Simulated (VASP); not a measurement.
# Mg8HO8 (a cell with a defect) in VASP: notebook

Mg8HO8 (a cell with a defect) is run at these levels: PBE; tasks: single point.

Everything below comes from runs of VASP 6.6.1. Logs are shortened: lines on timing, memory, paths and dates and some standing lists are left out, and cuts for length are marked.

## 1. The cell of the first run

The cell holds a defect, 17 atoms: a = 5.315 Å, b = 5.315 Å, c = 5.315 Å, α = 60.00°, β = 60.00°, γ = 60.00°.

## 2. Single point, PBE

Contents of INCAR:

```
PREC = Accurate ; ENCUT = 520
EDIFF = 1E-7 ; ISMEAR = -1
SIGMA = 0.02 ; LREAL = Auto
LASPH = T ; NELM = 60
ALGO = Normal ; ISIF = 2
LWAVE = F ; LCHARG = F
GGA = PE ; NBANDS = 46
NELECT = 64.0
```

Contents of KPOINTS:

```
regular mesh
0
Gamma
  3 3 3
```

Contents of POSCAR:

```
Mg8HO8
1.0
    0.0000000000      3.7580000000      3.7580000000
    3.7580000000      0.0000000000      3.7580000000
    3.7580000000      3.7580000000      0.0000000000
Mg O H
8 8 1
Direct
   -0.0153169239      0.0104691325      0.0111290580
   -0.0343330229      0.0053189196      0.4956039117
   -0.0057819319      0.5022468068      0.0076267962
   -0.0096033795      0.4979155136      0.5122066259
    0.4911740287     -0.0035766365      0.0121601916
    0.5240107770      0.0054439862      0.4957414848
    0.4867799361      0.5021423630      0.0075399148
    0.4924914848      0.5062557211      0.4997240553
    0.2398010910      0.2373598989      0.2738080096
    0.2465659925      0.2504097924      0.7563701437
    0.2365923363      0.7513701437      0.2566745609
    0.2383114689      0.7707936402      0.7434032730
    0.7394269558      0.2675996541      0.2443141299
    0.7377108834      0.2502742150      0.7562827302
    0.7462131453      0.7514662054      0.2567410857
    0.7410317988      0.7448324907      0.7638857105
    0.1942770090     -0.0064882916      0.6084720596
```

Potentials or basis: VASP PAW PBE potentials, release 64 (Mg, O, H).

Launch:

```sh
$ cat potpaw_PBE.64/Mg/POTCAR potpaw_PBE.64/O/POTCAR potpaw_PBE.64/H/POTCAR > POTCAR
$ mpirun -np 1 vasp_std > vasp.out
```

OUTCAR:

```text
PREC = Accurate
   ENCUT = 520
   EDIFF = 1E-7
   ISMEAR = -1
   LREAL = Auto
   LASPH = T
   NELM = 60
   ISIF = 2
   GGA = PE
   NELECT = 64.0

 ion  position               nearest neighbor table
   1  0.985  0.010  0.011-  13 1.84  11 1.87  15 1.87  17 1.88  10 1.89  14 1.89  12 1.91   2 2.51
                             6 2.51   4 2.62   7 2.63   3 2.63   5 2.66   5 2.66   3 2.69   7 2.69
   2  0.966  0.005  0.496-  17 1.57  13 1.80  16 1.83  11 1.86  14 1.91   9 1.91  12 1.96   6 2.35
                             1 2.51   4 2.59   8 2.59   3 2.62   5 2.64   5 2.69   3 2.70   8 2.73
   3  0.994  0.502  0.008-  13 1.84  16 1.87  15 1.87  10 1.89   9 1.92  12 1.93   7 2.62   2 2.62
                             1 2.63   8 2.64   5 2.65   4 2.65   4 2.66   5 2.66   8 2.67   1 2.69
   4  0.990  0.498  0.512-  16 1.87   9 1.88  15 1.88  11 1.88  14 1.88  10 1.88  17 2.21   2 2.59
                             6 2.59   1 2.62   7 2.65   3 2.65   8 2.66   8 2.66   3 2.66   7 2.66
   5  0.491  0.996  0.012-  15 1.88  11 1.88  16 1.88  14 1.88  10 1.88   9 1.89   8 2.60   6 2.64
                             2 2.64   3 2.65   7 2.65   1 2.66   1 2.66   7 2.66   3 2.66   2 2.69
   6  0.524  0.005  0.496-  17 1.57  13 1.80  16 1.83  15 1.86  10 1.90   9 1.91  12 1.96   2 2.35
                             1 2.51   8 2.59   4 2.59   7 2.62   5 2.64   5 2.69   7 2.70   8 2.73
   7  0.487  0.502  0.008-  13 1.84  16 1.87  11 1.87  14 1.89   9 1.92  12 1.93   3 2.62   6 2.62
                             1 2.63   8 2.64   5 2.65   4 2.65   4 2.66   5 2.66   8 2.67   1 2.69
   8  0.492  0.506  0.500-  13 1.86  15 1.88  11 1.88  10 1.89  14 1.89  12 1.91   6 2.59   2 2.59
                             5 2.60   3 2.64   7 2.64   4 2.66   4 2.66   7 2.67   3 2.67   5 2.72
   9  0.240  0.237  0.274-   4 1.88   5 1.89   6 1.91   2 1.91   7 1.92   3 1.92
  10  0.247  0.250  0.756-   4 1.88   5 1.88   8 1.89   1 1.89   3 1.89   6 1.90
  11  0.237  0.751  0.257-   2 1.86   1 1.87   7 1.87   8 1.88   5 1.88   4 1.88
  12  0.238  0.771  0.743-  17 1.01   1 1.91   8 1.91   7 1.93   3 1.93   6 1.96   2 1.96
  13  0.739  0.268  0.244-   2 1.80   6 1.80   7 1.84   3 1.84   1 1.84   8 1.86
  14  0.738  0.250  0.756-   4 1.88   5 1.88   8 1.89   1 1.89   7 1.89   2 1.91
  15  0.746  0.751  0.257-   6 1.86   1 1.87   3 1.87   8 1.88   5 1.88   4 1.88
  16  0.741  0.745  0.764-   2 1.83   6 1.83   3 1.87   7 1.87   4 1.87   5 1.88
  17  0.194  0.994  0.608-  12 1.01   2 1.57   6 1.57   1 1.88   4 2.21

  LATTYP: Found a face centered cubic cell.
 ALAT       =     7.5160000000

  Lattice vectors:

 A1 = (   0.0000000000,   3.7580000000,   3.7580000000)
 A2 = (   3.7580000000,   0.0000000000,   3.7580000000)
 A3 = (   3.7580000000,   3.7580000000,   0.0000000000)

Analysis of symmetry for initial positions (statically):
=====================================================================
 Subroutine PRICEL returns:
 Original cell was already a primitive cell.

 Routine SETGRP: Setting up the symmetry group for a
 face centered cubic supercell.

 Subroutine GETGRP returns: Found  1 space group operations
 (whereof  1 operations were pure point group operations)
 out of a pool of 48 trial point group operations.

The static configuration has the point symmetry C_1 .

Analysis of symmetry for dynamics (positions and initial velocities):
=====================================================================
 Subroutine PRICEL returns:
 Original cell was already a primitive cell.

 Routine SETGRP: Setting up the symmetry group for a
 face centered cubic supercell.

 Subroutine GETGRP returns: Found  1 space group operations
 (whereof  1 operations were pure point group operations)
 out of a pool of 48 trial point group operations.

The dynamic configuration has the point symmetry C_1 .

 Subroutine INISYM returns: Found  1 space group operations
 (whereof  1 operations are pure point group operations),
 and found     1 'primitive' translations

----------------------------------------------------------------------------------------

                                     Primitive cell

  volume of cell :     106.1452

  direct lattice vectors                    reciprocal lattice vectors
     0.000000000  3.758000000  3.758000000    -0.133049494  0.133049494  0.133049494
     3.758000000  0.000000000  3.758000000     0.133049494 -0.133049494  0.133049494
     3.758000000  3.758000000  0.000000000     0.133049494  0.133049494 -0.133049494

  length of vectors
[... 53 lines left out ...]
     0.044349831 -0.044349831  0.044349831     0.000000000  0.333333333  0.000000000
     0.044349831  0.044349831 -0.044349831     0.000000000  0.000000000  0.333333333

  Length of vectors
     0.076816161  0.076816161  0.076816161

  Shift w.r.t. Gamma in fractional coordinates (k-lattice)
     0.000000000  0.000000000  0.000000000

 Subroutine IBZKPT returns following result:
 ===========================================

 Found     14 irreducible k-points:

 Following reciprocal coordinates:
            Coordinates               Weight
  0.000000  0.000000  0.000000      1.000000
  0.333333  0.000000  0.000000      2.000000
  0.000000  0.333333  0.000000      2.000000
  0.000000  0.000000  0.333333      2.000000
  0.333333  0.333333  0.333333      2.000000
  0.333333  0.333333  0.000000      2.000000
  0.000000  0.333333  0.333333      2.000000
  0.333333  0.000000  0.333333      2.000000
 -0.333333  0.333333  0.000000      2.000000
  0.000000 -0.333333  0.333333      2.000000
  0.333333  0.000000 -0.333333      2.000000
  0.333333  0.333333 -0.333333      2.000000
 -0.333333  0.333333 -0.333333      2.000000
  0.333333 -0.333333 -0.333333      2.000000
   k-points           NKPTS =     14   k-points in BZ     NKDIM =     14   number of bands    NBANDS=     46
   number of dos      NEDOS =    301   number of ions     NIONS =     17
   total plane-waves  NPLWV =  64000
   dimension x,y,z NGX =    40 NGY =   40 NGZ =   40
   dimension x,y,z NGXF=    80 NGYF=   80 NGZF=   80
   ions per type =               8   8   1
   NGX,Y,Z   is equivalent  to a cutoff of  12.51, 12.51, 12.51 a.u.
   NGXF,Y,Z  is equivalent  to a cutoff of  25.02, 25.02, 25.02 a.u.
 SYSTEM =  unknown system
   PREC   = accura    normal or accurate (medium, high low for compatibility)
   ISTART =      0    job   : 0-new  1-cont  2-samecut
   ICHARG =      2    charge: 1-file 2-atom 10-const
   ISPIN  =      1    spin polarized calculation?
   LNONCOLLINEAR =      F non collinear calculations
   LSORBIT =      F    spin-orbit coupling
   LASPH  =      T    aspherical Exc in radial PAW
   ENCUT  =  520.0 eV  38.22 Ry    6.18 a.u.   9.88  9.88  9.88*2*pi/ulx,y,z
   NELM   =     60;   NELMIN=  2; NELMDL= -5     # of ELM steps
   EDIFF  = 0.1E-06   stopping-criterion for ELM
   LREAL  =      T    real-space projection
   EDIFFG = 0.1E-05   stopping-criterion for IOM
   NSW    =      0    number of steps for IOM
   IBRION =     -1    ionic relax: 0-MD 1-quasi-New 2-CG
   NFREE  =      0    steps in history (QN), initial steepest desc. (CG)
   ISIF   =      2    stress and relaxation
   ISYM   =      2    0-nonsym 1-usesym 2-fastsym
   POTIM  = 0.5000    time-step for ionic-motion
   TEBEG  =    0.0;   TEEND  =   0.0 temperature during run
   PSTRESS=    0.0 pullay stress
   NELECT =      64.0000    total number of electrons
   NUPDOWN=      -1.0000    fix difference up-down
   EMIN   =  10.00;   EMAX   =-10.00  energy-range for DOS
   EFERMI =   0.00;   METHOD = LEGACY
   ISMEAR =    -1;   SIGMA  =   0.02  broadening in eV -4-tet -1-fermi 0-gaus
   EFERMI_NEDOS =   21; number of points for ismear=-14 and -15
   IALGO  =     38    algorithm
   IMIX   =      4    mixing-type and parameters
     AMIX     =   0.40;   BMIX     =  1.00
     AMIX_MAG =   1.60;   BMIX_MAG =  1.00
  volume/ion in A,a.u.               =       6.24        42.14
  Fermi-wavevector in a.u.,A,eV,Ry     =   1.383040  2.613566 26.025216  1.912799
  Thomas-Fermi vector in A             =   2.507675
   LORBIT       =      0    0 simple, 1 ext, 2 COOP (PROOUT), +10 PAW based schemes
   GGA     = PE    functional components
   LHFCALC =     F    Hartree Fock is set to
   AEXX    =    0.0000 exact exchange contribution
   IVDW    =     0    specifies the selected vdW correction
   LEPSILON=     F    determine dielectric tensor
   LRPA    =     F    only Hartree local field effects (RPA)
 non-spin polarized calculation
  energy-cutoff  :      520.00
  volume of cell :      106.15
 maximum number of plane-waves:      2872
   NGX = 19   NGY = 19   NGZ = 19

 number of electron      64.0000002 magnetization

 Free energy of the ion-electron system (eV)
  ---------------------------------------------------
  ext. energy  EPLUGINS =         0.00000000
  ---------------------------------------------------
  free energy    TOTEN  =       -90.76774773 eV

  energy without entropy =      -90.76774773  energy(sigma->0) =      -90.76774773

 E-fermi :   6.9838     XC(G=0): -12.8074

 val. band max:        6.4360149819   @ k =   0.0000   0.0000   0.0000
 cond. band min:      12.9133772624   @ k =   0.0000   0.0000   0.0000
 fundamental gap:      6.4773622806
 Fermi energy:         6.9838333587

 k-point     1 :       0.0000    0.0000    0.0000
  band No.  band energies     occupation
      1     -14.8527      2.00000
      2     -12.1560      2.00000
      3     -10.7620      2.00000
      4     -10.3911      2.00000
      5     -10.3177      2.00000
      6     -10.2985      2.00000
[... 647 lines left out ...]
     43      20.1275      0.00000
     44      20.3376      0.00000
 [bands above 44 left out]

------------------------ aborting loop because EDIFF is reached ----------------------------------------

  FORCE on cell =-STRESS in cart. coord.  units (eV):
  Direction    XX          YY          ZZ          XY          YZ          ZX
  --------------------------------------------------------------------------------------
  -------------------------------------------------------------------------------------
  Total       72.1270426     75.6048009     75.6053900      0.9332233      5.2541998     -0.9445311
  in kB     1088.7004053   1141.1944051   1141.2032965     14.0862649     79.3079719    -14.2569471
  external PRESSURE =    1123.6993690 kB  Pullay stress =       0.0000000 kB

 VOLUME and BASIS-vectors are now :
 -----------------------------------------------------------------------------
  energy-cutoff  :      520.00
  volume of cell :      106.15
      direct lattice vectors                 reciprocal lattice vectors
     0.000000000  3.758000000  3.758000000    -0.133049494  0.133049494  0.133049494
     3.758000000  0.000000000  3.758000000     0.133049494 -0.133049494  0.133049494
     3.758000000  3.758000000  0.000000000     0.133049494  0.133049494 -0.133049494

 POSITION                                       TOTAL-FORCE (eV/Angst)
 -----------------------------------------------------------------------------------
      0.08117      3.74226      3.73978         0.042778      0.012681     -0.018197
      1.88247      5.49146      3.64896        -0.043194     -0.044760      0.044940
      1.91611      3.76493      5.62371        -0.017059     -0.028937     -0.017602
      3.79604      5.64678      5.59308        -0.010755     -0.022612      0.022833
      3.79026      1.89153      5.59039        -0.023873     -0.012884      0.011459
      1.88346      3.83223      1.98969        -0.048964     -0.044488      0.048431
[... 9 lines left out ...]
      5.66976      5.65548      5.58388        -0.016341     -0.019103      0.016638
      6.02026      3.01673      4.46371         0.341793      0.149537     -0.139375
 -----------------------------------------------------------------------------------
    total drift:                               -0.008611      0.000597     -0.005707

  FREE ENERGIE OF THE ION-ELECTRON SYSTEM (eV)
  ---------------------------------------------------
  free  energy   TOTEN  =       -90.7677477265 eV

  energy  without entropy=      -90.7677477265  energy(sigma->0) =      -90.76774773
```

Wall time 1.9 min (1 thread of AMD EPYC 9R45 (Zen 5), shared host); peak memory 0.22 GiB.

Results:

```yaml
Free_energy: -90.7677 eV
Largest_force: 0.398 eV/Å
```

Forces on the atoms (eV/Å):
```
Mg   0.043  0.013 -0.018
Mg  -0.043 -0.045  0.045
Mg  -0.017 -0.029 -0.018
Mg  -0.011 -0.023  0.023
Mg  -0.024 -0.013  0.011
Mg  -0.049 -0.044  0.048
Mg  -0.011  0.023  0.034
Mg  -0.042 -0.001  0.000
O   -0.017 -0.051  0.051
O   -0.031 -0.019 -0.009
O   -0.025  0.007  0.017
O   -0.046  0.106 -0.109
O   -0.001 -0.040  0.040
O   -0.028  0.006  0.015
O   -0.024 -0.022 -0.008
O   -0.016 -0.019  0.017
H    0.342  0.150 -0.139
```

Caveat: the k points lie up to 0.48 Å⁻¹ apart; the cell carries a net charge on a neutralising background, which shifts energy and pressure; the cell is charged against a uniform background, so pressure and absolute levels hang on convention.

## 3. Single point, PBE

Contents of INCAR:

```
PREC = Accurate
ENCUT = 520
EDIFF = 1E-6
ISMEAR = -1
SIGMA = 0.02
LREAL = Auto
LASPH = True
NELM = 80
ALGO = Normal
ISIF = 2
LWAVE = False
LCHARG = False
GGA = PE
NELECT = 64.0
NBANDS = 46
```

Contents of KPOINTS:

```
Automatic mesh
0
Gamma
  3 3 3
```

Contents of POSCAR:

```
Mg8HO8
1.0
    0.0000000000      3.7580000000      3.7580000000
    3.7580000000      0.0000000000      3.7580000000
    3.7580000000      3.7580000000      0.0000000000
Mg O H
8 8 1
Direct
   -0.0145427089      0.0034942789      0.0373567057
   -0.0147422831      0.0035435072      0.4735927355
   -0.0135178286      0.5020505588      0.0057668973
    0.0005512241      0.4935035923      0.5030171634
    0.5001995742     -0.0073435338      0.0036194784
    0.4940003991      0.0069548962      0.4995557477
    0.4953669505      0.4980393827     -0.0007825971
    0.4953902342      0.4981129590      0.5072704896
    0.2439752528      0.2472275146      0.2491713677
    0.2440524215      0.2473089409      0.7596522086
    0.2525842203      0.7405317988      0.2534604843
    0.2317594465      0.7630146354      0.7526929218
    0.7298830495      0.2641507451      0.2529072645
    0.7643785258      0.2302188664      0.7526736296
    0.7448159925      0.7484471794      0.2587829963
    0.7447927089      0.7484212347      0.7480806280
    0.0665892762     -0.0299258914      0.7315224854
```

Potentials or basis: VASP PAW PBE potentials, release 64 (Mg, O, H).

Launch:

```sh
$ cat potpaw_PBE.64/Mg/POTCAR potpaw_PBE.64/O/POTCAR potpaw_PBE.64/H/POTCAR > POTCAR
$ mpirun -np 1 vasp_std > vasp.out
```

OUTCAR:

```text
PREC = Accurate
   ENCUT = 520
   EDIFF = 1E-6
   ISMEAR = -1
   LREAL = Auto
   LASPH = True
   NELM = 80
   ISIF = 2
   GGA = PE
   NELECT = 64.0

 ion  position               nearest neighbor table
   1  0.985  0.003  0.037-  17 1.54  13 1.80  11 1.82  15 1.87  10 1.89  14 1.91  12 1.98   2 2.32
                             6 2.54   3 2.57   4 2.60   5 2.62   7 2.62   5 2.70   7 2.70   4 2.73
   2  0.985  0.004  0.474-  17 1.54  13 1.80  11 1.82  16 1.87   9 1.89  14 1.91  12 1.98   1 2.32
                             6 2.54   3 2.57   4 2.60   8 2.62   5 2.62   5 2.70   8 2.71   4 2.73
   3  0.986  0.502  0.006-  13 1.86  16 1.88  15 1.88  10 1.88   9 1.88  12 1.90   2 2.57   1 2.57
                             5 2.60   8 2.64   7 2.64   4 2.66   4 2.66   7 2.68   8 2.68   5 2.72
   4  0.001  0.494  0.503-  11 1.88  14 1.88  15 1.88  16 1.88   9 1.88  10 1.88   2 2.60   1 2.60
                             6 2.60   8 2.65   7 2.65   3 2.66   3 2.66   7 2.66   8 2.66   6 2.71
   5  0.500  0.993  0.004-  11 1.88  16 1.88  15 1.88  10 1.88   9 1.88  14 1.89   3 2.60   1 2.62
                             2 2.62   8 2.65   7 2.65   6 2.66   6 2.66   7 2.66   8 2.66   1 2.70
   6  0.494  0.007  0.500-  13 1.85  15 1.88  16 1.88   9 1.88  10 1.88  12 1.90  17 2.03   2 2.54
[... 228 lines left out ...]
      4     -10.4085      2.00000
      5     -10.2797      2.00000
      6     -10.2606      2.00000
[... 647 lines left out ...]
     43      20.1225      0.00000
     44      20.2954      0.00000
 [bands above 44 left out]

------------------------ aborting loop because EDIFF is reached ----------------------------------------

  FORCE on cell =-STRESS in cart. coord.  units (eV):
  Direction    XX          YY          ZZ          XY          YZ          ZX
  --------------------------------------------------------------------------------------
  -------------------------------------------------------------------------------------
  Total       76.3206338     76.3526195     71.3389892      6.2351155      0.3554647     -0.3538261
  in kB     1151.9993339   1152.4821313   1076.8053650     94.1141147      5.3654579     -5.3407235
  external PRESSURE =    1127.0956100 kB  Pullay stress =       0.0000000 kB

 VOLUME and BASIS-vectors are now :
 -----------------------------------------------------------------------------
  energy-cutoff  :      520.00
  volume of cell :      106.15
      direct lattice vectors                 reciprocal lattice vectors
     0.000000000  3.758000000  3.758000000    -0.133049494  0.133049494  0.133049494
     3.758000000  0.000000000  3.758000000     0.133049494 -0.133049494  0.133049494
     3.758000000  3.758000000  0.000000000     0.133049494  0.133049494 -0.133049494

 POSITION                                       TOTAL-FORCE (eV/Angst)
 -----------------------------------------------------------------------------------
      0.15352      3.84373      3.71648         0.046927      0.032753     -0.042021
      1.79308      5.48236      3.71592        -0.030719     -0.029026     -0.037246
      1.90838      3.72887      5.59391         0.004486     -0.004111     -0.024559
      3.74492      1.89241      1.85666         0.003015     -0.003703      0.009594
      3.74400      1.89335      5.61015        -0.004453      0.003298     -0.027956
      1.90347      3.73378      1.88259        -0.010679      0.010866      0.024187
[... 9 lines left out ...]
      5.62385      5.61022      5.61150        -0.001787     -0.000883     -0.024314
      6.39460      2.99930      3.89578         0.077746     -0.068771      0.261070
 -----------------------------------------------------------------------------------
    total drift:                               -0.007683      0.007111      0.002586

  FREE ENERGIE OF THE ION-ELECTRON SYSTEM (eV)
  ---------------------------------------------------
  free  energy   TOTEN  =       -90.7052549758 eV

  energy  without entropy=      -90.7052549757  energy(sigma->0) =      -90.70525498
```

It took 1.9 min on 1 thread of AMD EPYC 9R45 (Zen 5), shared host; peak memory 0.22 GiB.

Results:

```yaml
Free_energy: -90.7053 eV
Largest_force: 0.281 eV/Å
```

Forces in eV/Å, atoms in the order of the input:
```
Mg   0.047  0.033 -0.042
Mg  -0.031 -0.029 -0.037
Mg   0.004 -0.004 -0.025
Mg   0.003 -0.004  0.010
Mg  -0.004  0.003 -0.028
Mg  -0.011  0.011  0.024
Mg   0.016  0.014 -0.009
Mg  -0.012 -0.010 -0.011
O   -0.003 -0.002 -0.016
O   -0.003  0.001 -0.020
O   -0.025  0.021 -0.012
O   -0.084  0.066 -0.030
O    0.032 -0.030 -0.006
O   -0.001  0.000 -0.012
O   -0.004 -0.001 -0.024
O   -0.002 -0.001 -0.024
H    0.078 -0.069  0.261
```

Levels at points of the mesh, in eV from the Fermi level:
| k point | band 29 | band 30 | band 31 | band 32 | band 33 | band 34 | band 35 | band 36 |
| --- | --- | --- | --- | --- | --- | --- | --- | --- |
| (0.00, 0.00, 0.00) | -1.21 | -0.46 | -0.45 | -0.42 | 6.53 | 8.52 | 8.71 | 9.05 |

Caveat: the k points lie up to 0.48 Å⁻¹ apart; the cell carries a net charge on a neutralising background, which shifts energy and pressure; the cell is charged against a uniform background, so pressure and absolute levels hang on convention.

(Part 1 of 2 ends here.)
